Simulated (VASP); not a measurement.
Wanted: the native input for a VASP 6.6.1 run.

- Task: single point
- Functional: PBEsol
- Potentials or basis: VASP PAW PBE potentials, release 64 (Na_pv, Cl)
- Cutoff: 520 eV
- k mesh: 8 × 8 × 8
- Occupations: gaussian, width 0.01 eV
- Spin: no spin polarisation
- Dipole correction: no
- Further INCAR settings: ALGO = Normal; EDIFF = 1e-06; NBANDS = 14

The structure of NaCl lies in POSCAR:

```
NaCl
1.0
    2.8149572586      2.8149572586      0.0000000000
   -2.8149572586      2.8149572586      0.0000000000
    0.0000000000      2.8149572586      2.7938132029
Na Cl
1 1
Direct
    0.0000000000      0.0000000000      0.0000000000
    0.5000000000      0.5000000000      0.0000000000
```

This cell differs from its parent crystal: in-plane strain +0.005, then relaxed in part.

The input as run:

INCAR

```
SYSTEM = NaCl
ALGO     = Normal         ! electronic algorithm
EDIFF    = 1E-6           ! SCF threshold, eV
ENCUT    = 520            ! plane-wave cutoff, eV
GGA      = PS             ! functional
ISIF     = 2              ! what is computed and relaxed
ISMEAR   = 0              ! smearing method
LASPH    = .TRUE.         ! aspherical terms in the spheres
LCHARG   = .FALSE.        ! write CHGCAR
LREAL    = .FALSE.        ! projectors in reciprocal space
LWAVE    = .FALSE.        ! write WAVECAR
NBANDS   = 14             ! bands
NELM     = 60             ! most SCF steps
PREC     = Accurate       ! precision mode
SIGMA    = 0.01           ! smearing width, eV
```

KPOINTS

```
k-points
0
G
  8 8 8
  0 0 0
```

Potentials or basis: VASP PAW PBE potentials, release 64 (Na_pv, Cl).

The run is started by

```console
$ cat potpaw_PBE.64/Na_pv/POTCAR potpaw_PBE.64/Cl/POTCAR > POTCAR
$ mpirun -np 1 vasp_std > vasp.out
```

It gave:

```yaml
Pressure: -0.2 GPa
Band_gap_on_the_k_mesh: 4.98 eV
```

Caveat: the cell differs from its parent crystal (in-plane strain +0.005, then relaxed in part); the PAW data sets were made with another functional, which shifts forces and pressure a little.

It took 43 s on 1 thread of Intel Xeon 8259CL, with other jobs on the host, peak memory 0.18 GiB.
